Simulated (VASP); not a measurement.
# Zn (Fd-3m) in VASP: further runs

Zn is run at these levels: PBE; tasks: single point, relaxation of cell and atoms.

Everything below comes from runs of VASP 6.6.1. Logs are shortened: lines on timing, memory, paths and dates and some standing lists are left out, and cuts for length are marked.

### Step 1. The cell of the first run

Symmetry: Fd-3m, No. 227, cubic system. The conventional cell has a = 5.837 Å, b = 5.837 Å, c = 5.837 Å, α = 90.00°, β = 90.00°, γ = 90.00°. Within 3.3 Å of Zn (site symmetry -43m) lie 4 Zn at 2.53 Å.

### Step 2. Single point, PBE

INCAR

```
SYSTEM = Zn
  ALGO = Normal
  EDIFF = 1E-6
  ENCUT = 520
  GGA = PE
  ISIF = 2
  ISMEAR = -1
  LASPH = .TRUE.
  LCHARG = .TRUE.
  LELF = .TRUE.
  LREAL = .FALSE.
  LVHAR = .TRUE.
  LWAVE = .FALSE.
  NBANDS = 19
  NELM = 80
  PREC = Accurate
  SIGMA = 0.1
```

KPOINTS

```
k-points
0
G
  7 7 7
  0 0 0
```

POSCAR

```
Zn
1.0
    0.0000000000      2.9183384801      2.9183384801
    2.9183384801      0.0000000000      2.9183384801
    2.9183384801      2.9183384801      0.0000000000
Zn
2
Direct
    0.0000000000      0.0000000000      0.0000000000
    0.2500000000      0.2500000000      0.2500000000
```

Potentials or basis: VASP PAW PBE potentials, release 64 (Zn).

Command:

```
cat potpaw_PBE.64/Zn/POTCAR > POTCAR
mpirun -np 1 vasp_std > vasp.out
```

OUTCAR:

```text
SYSTEM = Zn
   EDIFF = 1E-6
   ENCUT = 520
   GGA = PE
   ISIF = 2
   ISMEAR = -1
   LASPH = .TRUE.
   LREAL = .FALSE.
   NELM = 80
   PREC = Accurate

 ion  position               nearest neighbor table
   1  0.000  0.000  0.000-   2 2.53   2 2.53   2 2.53   2 2.53
   2  0.250  0.250  0.250-   1 2.53   1 2.53   1 2.53   1 2.53

  LATTYP: Found a face centered cubic cell.
 ALAT       =     5.8366769602

  Lattice vectors:

 A1 = (   0.0000000000,   2.9183384801,   2.9183384801)
 A2 = (   2.9183384801,   0.0000000000,   2.9183384801)
 A3 = (   2.9183384801,   2.9183384801,   0.0000000000)

Analysis of symmetry for initial positions (statically):
=====================================================================
 Subroutine PRICEL returns:
 Original cell was already a primitive cell.

 Routine SETGRP: Setting up the symmetry group for a
 face centered cubic supercell.

 Subroutine GETGRP returns: Found 48 space group operations
 (whereof 24 operations were pure point group operations)
 out of a pool of 48 trial point group operations.

The static configuration has the point symmetry T_d .
 The point group associated with its full space group is O_h .

Analysis of symmetry for dynamics (positions and initial velocities):
=====================================================================
 Subroutine PRICEL returns:
 Original cell was already a primitive cell.

 Routine SETGRP: Setting up the symmetry group for a
 face centered cubic supercell.

 Subroutine GETGRP returns: Found 48 space group operations
 (whereof 24 operations were pure point group operations)
 out of a pool of 48 trial point group operations.

The dynamic configuration has the point symmetry T_d .
 The point group associated with its full space group is O_h .

 Subroutine INISYM returns: Found 48 space group operations
 (whereof 24 operations are pure point group operations),
 and found     1 'primitive' translations

----------------------------------------------------------------------------------------

                                     Primitive cell

  volume of cell :      49.7092

  direct lattice vectors                    reciprocal lattice vectors
     0.000000000  2.918338480  2.918338480    -0.171330366  0.171330366  0.171330366
     2.918338480  0.000000000  2.918338480     0.171330366 -0.171330366  0.171330366
     2.918338480  2.918338480  0.000000000     0.171330366  0.171330366 -0.171330366

  length of vectors
     4.127153858  4.127153858  4.127153858     0.296752899  0.296752899  0.296752899

  position of ions in fractional coordinates (direct lattice)
     0.000000000  0.000000000  0.000000000
     0.250000000  0.250000000  0.250000000

  ion indices of the primitive-cell ions
   primitive index   ion index
                 1           1
                 2           2

----------------------------------------------------------------------------------------

 KPOINTS: k-points

Automatic generation of k-mesh.
 Grid dimensions read from file:
 generate k-points for:    7    7    7

 Generating k-lattice:

  Cartesian coordinates                     Fractional coordinates (reciprocal lattice)
    -0.024475767  0.024475767  0.024475767     0.142857143  0.000000000  0.000000000
     0.024475767 -0.024475767  0.024475767     0.000000000  0.142857143  0.000000000
     0.024475767  0.024475767 -0.024475767     0.000000000  0.000000000  0.142857143

  Length of vectors
     0.042393271  0.042393271  0.042393271

  Shift w.r.t. Gamma in fractional coordinates (k-lattice)
     0.000000000  0.000000000  0.000000000

 Subroutine IBZKPT returns following result:
 ===========================================

 Found     20 irreducible k-points:

 Following reciprocal coordinates:
            Coordinates               Weight
  0.000000  0.000000  0.000000      1.000000
  0.142857  0.000000  0.000000      8.000000
  0.285714  0.000000  0.000000      8.000000
  0.428571  0.000000  0.000000      8.000000
  0.142857  0.142857  0.000000      6.000000
  0.285714  0.142857  0.000000     24.000000
[... 12 lines left out ...]
 -0.428571  0.428571  0.142857     24.000000
 -0.285714  0.428571  0.142857     24.000000
   k-points           NKPTS =     20   k-points in BZ     NKDIM =     20   number of bands    NBANDS=     19
   number of dos      NEDOS =    301   number of ions     NIONS =      2
   total plane-waves  NPLWV =  32768
   dimension x,y,z NGX =    32 NGY =   32 NGZ =   32
   dimension x,y,z NGXF=    64 NGYF=   64 NGZF=   64
   ions per type =               2
   NGX,Y,Z   is equivalent  to a cutoff of  12.89, 12.89, 12.89 a.u.
   NGXF,Y,Z  is equivalent  to a cutoff of  25.78, 25.78, 25.78 a.u.
 SYSTEM =  Zn
   PREC   = accura    normal or accurate (medium, high low for compatibility)
   ISTART =      0    job   : 0-new  1-cont  2-samecut
   ICHARG =      2    charge: 1-file 2-atom 10-const
   ISPIN  =      1    spin polarized calculation?
   LNONCOLLINEAR =      F non collinear calculations
   LSORBIT =      F    spin-orbit coupling
   LASPH  =      T    aspherical Exc in radial PAW
   ENCUT  =  520.0 eV  38.22 Ry    6.18 a.u.   7.67  7.67  7.67*2*pi/ulx,y,z
   NELM   =     80;   NELMIN=  2; NELMDL= -5     # of ELM steps
   EDIFF  = 0.1E-05   stopping-criterion for ELM
   LREAL  =      F    real-space projection
   EDIFFG = 0.1E-04   stopping-criterion for IOM
   NSW    =      0    number of steps for IOM
   IBRION =     -1    ionic relax: 0-MD 1-quasi-New 2-CG
   NFREE  =      0    steps in history (QN), initial steepest desc. (CG)
   ISIF   =      2    stress and relaxation
   ISYM   =      2    0-nonsym 1-usesym 2-fastsym
   POTIM  = 0.5000    time-step for ionic-motion
   TEBEG  =    0.0;   TEEND  =   0.0 temperature during run
   PSTRESS=    0.0 pullay stress
   NELECT =      24.0000    total number of electrons
   NUPDOWN=      -1.0000    fix difference up-down
   EMIN   =  10.00;   EMAX   =-10.00  energy-range for DOS
   EFERMI =   0.00;   METHOD = LEGACY
   ISMEAR =    -1;   SIGMA  =   0.10  broadening in eV -4-tet -1-fermi 0-gaus
   EFERMI_NEDOS =   21; number of points for ismear=-14 and -15
   IALGO  =     38    algorithm
   IMIX   =      4    mixing-type and parameters
     AMIX     =   0.40;   BMIX     =  1.00
     AMIX_MAG =   1.60;   BMIX_MAG =  1.00
  volume/ion in A,a.u.               =      24.85       167.73
  Fermi-wavevector in a.u.,A,eV,Ry     =   1.284299  2.426974 22.441786  1.649425
  Thomas-Fermi vector in A             =   2.416501
   LORBIT       =      0    0 simple, 1 ext, 2 COOP (PROOUT), +10 PAW based schemes
   GGA     = PE    functional components
   LHFCALC =     F    Hartree Fock is set to
   AEXX    =    0.0000 exact exchange contribution
   IVDW    =     0    specifies the selected vdW correction
   LEPSILON=     F    determine dielectric tensor
   LRPA    =     F    only Hartree local field effects (RPA)
 non-spin polarized calculation
  energy-cutoff  :      520.00
  volume of cell :       49.71
 maximum number of plane-waves:      1363
   NGX = 15   NGY = 15   NGZ = 15

 number of electron      24.0000005 magnetization

 Free energy of the ion-electron system (eV)
  ---------------------------------------------------
  ext. energy  EPLUGINS =         0.00000000
  ---------------------------------------------------
  free energy    TOTEN  =        -1.30252760 eV

  energy without entropy =       -1.28019679  energy(sigma->0) =       -1.29136220

 E-fermi :   0.2715     XC(G=0):  -8.9102

 val. band max:        0.1027682929   @ k =  -0.4286   0.2857   0.0000
 cond. band min:       0.4517656065   @ k =  -0.4286   0.4286   0.0000
 fundamental gap:      0.3489973136
 Fermi energy:         0.2715469329

 k-point     1 :       0.0000    0.0000    0.0000
  band No.  band energies     occupation
      1      -7.2447      2.00000
      2      -7.2447      2.00000
      3      -7.2447      2.00000
      4      -7.2380      2.00000
      5      -7.2054      2.00000
      6      -7.2054      2.00000
[... 11 lines left out ...]
     18       7.2177      0.00000
     19       9.1727      0.00000

 k-point     2 :       0.1429    0.0000    0.0000
  band No.  band energies     occupation
      1      -7.2804      2.00000
      2      -7.2804      2.00000
      3      -7.2436      2.00000
      4      -7.1509      2.00000
      5      -7.1509      2.00000
      6      -7.0612      2.00000
[... 11 lines left out ...]
     18       9.0076      0.00000
     19      10.5242      0.00000

 k-point     3 :       0.2857    0.0000    0.0000
  band No.  band energies     occupation
      1      -7.2924      2.00000
      2      -7.2924      2.00000
      3      -7.2372      2.00000
      4      -7.1084      2.00000
      5      -7.1084      2.00000
      6      -6.9389      2.00000
[... 11 lines left out ...]
     18       9.7736      0.00000
     19      11.2328      0.00000

 k-point     4 :       0.4286    0.0000    0.0000
  band No.  band energies     occupation
      1      -7.2782      2.00000
      2      -7.2782      2.00000
      3      -7.2255      2.00000
      4      -7.1126      2.00000
      5      -7.1126      2.00000
      6      -6.9645      2.00000
[... 11 lines left out ...]
     18       9.1318      0.00000
     19      13.5916      0.00000

 k-point     5 :       0.1429    0.1429    0.0000
  band No.  band energies     occupation
      1      -7.3136      2.00000
      2      -7.2494      2.00000
      3      -7.2494      2.00000
      4      -7.1655      2.00000
      5      -7.1041      2.00000
      6      -7.0158      2.00000
[... 11 lines left out ...]
     18       8.8002      0.00000
     19      10.4046      0.00000

 k-point     6 :       0.2857    0.1429    0.0000
  band No.  band energies     occupation
      1      -7.3339      2.00000
      2      -7.2612      2.00000
      3      -7.2490      2.00000
      4      -7.1160      2.00000
      5      -7.0449      2.00000
      6      -6.9465      2.00000
[... 11 lines left out ...]
     18       9.5288      0.00000
     19      11.8761      0.00000

 k-point     7 :       0.4286    0.1429    0.0000
  band No.  band energies     occupation
      1      -7.3329      2.00000
      2      -7.2703      2.00000
      3      -7.2286      2.00000
      4      -7.0837      2.00000
      5      -7.0401      2.00000
      6      -6.9651      2.00000
[... 11 lines left out ...]
     18       9.5686      0.00000
     19      11.4875      0.00000

 k-point     8 :      -0.4286    0.1429    0.0000
  band No.  band energies     occupation
      1      -7.3221      2.00000
      2      -7.2944      2.00000
      3      -7.1929      2.00000
      4      -7.0876      2.00000
      5      -7.0514      2.00000
      6      -6.9717      2.00000
[... 168 lines left out ...]
 k-point    16 :      -0.4286    0.4286    0.0000
  band No.  band energies     occupation
      1      -7.3407      2.00000
      2      -7.2797      2.00000
      3      -7.2412      2.00000
      4      -7.1550      2.00000
      5      -6.8384      2.00000
      6      -6.8270      2.00000
[... 11 lines left out ...]
     18      13.2593      0.00000
     19      14.0117      0.00000

 k-point    17 :       0.4286    0.2857    0.1429
  band No.  band energies     occupation
      1      -7.3428      2.00000
      2      -7.2984      2.00000
      3      -7.2128      2.00000
      4      -7.0772      2.00000
      5      -6.9800      2.00000
      6      -6.9777      2.00000
[... 11 lines left out ...]
     18      10.9221      0.00000
     19      12.2862      0.00000

 k-point    18 :      -0.4286    0.2857    0.1429
  band No.  band energies     occupation
      1      -7.3468      2.00000
      2      -7.3216      2.00000
      3      -7.1748      2.00000
      4      -7.0434      2.00000
      5      -7.0009      2.00000
      6      -6.9522      2.00000
[... 11 lines left out ...]
     18      11.2475      0.00000
     19      12.2875      0.00000

 k-point    19 :      -0.4286    0.4286    0.1429
  band No.  band energies     occupation
      1      -7.3448      2.00000
      2      -7.3269      2.00000
      3      -7.1863      2.00000
      4      -7.1028      2.00000
      5      -6.9348      2.00000
      6      -6.8559      2.00000
[... 11 lines left out ...]
     18      12.7383      0.00000
     19      14.1661      0.00000

 k-point    20 :      -0.2857    0.4286    0.1429
  band No.  band energies     occupation
      1      -7.3629      2.00000
      2      -7.3345      2.00000
      3      -7.1499      2.00000
      4      -7.0578      2.00000
      5      -6.9523      2.00000
      6      -6.8555      2.00000
[... 11 lines left out ...]
     18       9.7846      0.00000
     19      13.9045      0.00000

------------------------ aborting loop because EDIFF is reached ----------------------------------------

  FORCE on cell =-STRESS in cart. coord.  units (eV):
  Direction    XX          YY          ZZ          XY          YZ          ZX
  --------------------------------------------------------------------------------------
  -------------------------------------------------------------------------------------
  Total        0.0457590      0.0457590      0.0457590     -0.0000000      0.0000000      0.0000000
  in kB        1.4748591      1.4748591      1.4748591     -0.0000000      0.0000000      0.0000000
  external PRESSURE =       1.4748591 kB  Pullay stress =       0.0000000 kB

 VOLUME and BASIS-vectors are now :
 -----------------------------------------------------------------------------
  energy-cutoff  :      520.00
  volume of cell :       49.71
      direct lattice vectors                 reciprocal lattice vectors
     0.000000000  2.918338480  2.918338480    -0.171330366  0.171330366  0.171330366
     2.918338480  0.000000000  2.918338480     0.171330366 -0.171330366  0.171330366
     2.918338480  2.918338480  0.000000000     0.171330366  0.171330366 -0.171330366

 POSITION                                       TOTAL-FORCE (eV/Angst)
 -----------------------------------------------------------------------------------
      0.00000      0.00000      0.00000         0.000000      0.000000      0.000000
      1.45917      1.45917      1.45917        -0.000000     -0.000000     -0.000000
 -----------------------------------------------------------------------------------
    total drift:                               -0.000000      0.000000      0.000000

  FREE ENERGIE OF THE ION-ELECTRON SYSTEM (eV)
  ---------------------------------------------------
  free  energy   TOTEN  =        -1.3025276021 eV

  energy  without entropy=       -1.2801967935  energy(sigma->0) =       -1.29136220
```

Run time: 7.5 s. Hardware: 1 thread of Intel Xeon 6975P-C, shared host; peak memory 0.17 GiB.

Results:

```
Free energy            : -1.3025 eV
Pressure               : 0.1 GPa
Band gap on the k mesh : zero (band 12 reaches 5.42 eV, above the bottom of band 13 at -0.22 eV)
```

Levels at points of the mesh, in eV from the Fermi level:
```csv
k point,band 9,band 10,band 11,band 12,band 13,band 14,band 15,band 16
"(0.00, 0.00, 0.00)",-6.94,-6.75,-6.75,5.14,5.14,5.14,6.62,6.62
```

### Step 3. Relaxation of cell and atoms, PBE

This run uses another cell than the first one, of 19.90 Å³/atom, 0.801 times its volume.

INCAR

```
SYSTEM = Zn
PREC = Accurate
ENCUT = 600
EDIFF = 1E-7
ISMEAR = -1
SIGMA = 0.1
LREAL = .False.
LASPH = .True.
NELM = 60
ALGO = Normal
ISIF = 3
LWAVE = .False.
LCHARG = .False.
GGA = PE
IBRION = 2
NSW = 80
EDIFFG = -0.02
```

KPOINTS

```
Automatic mesh
0
Gamma
  7 7 7
  0 0 0
```

POSCAR

```
Zn
1.0
    0.0000000000      2.7100000000      2.7100000000
    2.7100000000      0.0000000000      2.7100000000
    2.7100000000      2.7100000000      0.0000000000
Zn
2
Direct
    0.0000000000      0.0000000000      0.0000000000
    0.2500000000      0.2500000000      0.2500000000
```

Potentials or basis: VASP PAW PBE potentials, release 64 (Zn).

Command:

```
cat potpaw_PBE.64/Zn/POTCAR > POTCAR
mpirun -np 1 vasp_std > vasp.out
```

It took 26 s on 1 thread of Intel Xeon 6975P-C, shared host; peak memory 0.18 GiB.

Results (log left out):

```yaml
Free_energy: -1.3008 eV
Relaxed_volume: 25.05 Å³/atom
Relaxed_cell: a = 4.138 Å, b = 4.138 Å, c = 4.138 Å, α = 60.00°, β = 60.00°, γ = 60.00°
Space_group_after_relaxing_to_0.05_Å: Fd-3m (No. 227)
Energy_gained_by_relaxing: 132.1 meV/atom
Ionic_steps: 4
Pressure_after_relaxing: 0.0 GPa
Band_gap_on_the_k_mesh: zero (band 12 reaches 5.35 eV, above the bottom of band 13 at -0.24 eV)
```

Step by step:
| step | energy change (eV) | largest force (eV/Å) | pressure (GPa) | volume (Å³) |
| --- | --- | --- | --- | --- |
| 1 | 0.0000 | 0.0000 | 10.37 | 39.81 |
| 2 | -0.2545 | 0.0000 | 1.41 | 47.69 |
| 3 | -0.2624 | 0.0000 | -0.54 | 51.11 |
| 4 | -0.2643 | 0.0000 | -0.03 | 50.10 |

Final structure:
```yaml
crystal:
  lattice:
    - [0.00000, 2.92590, 2.92590]
    - [2.92590, 0.00000, 2.92590]
    - [2.92590, 2.92590, 0.00000]
  atoms:
    - { symbol: Zn, position: [0.00000, 0.00000, 0.00000] }
    - { symbol: Zn, position: [0.25000, 0.25000, 0.25000] }
```

Levels at points of the mesh, in eV from the Fermi level:
| k point | band 9 | band 10 | band 11 | band 12 | band 13 | band 14 | band 15 | band 16 |
| --- | --- | --- | --- | --- | --- | --- | --- | --- |
| (0.00, 0.00, 0.00) | -6.93 | -6.74 | -6.74 | 5.11 | 5.11 | 5.11 | 6.59 | 6.59 |

Caveat: the volume moved by over 15 % at a fixed basis, so the end points are rough.
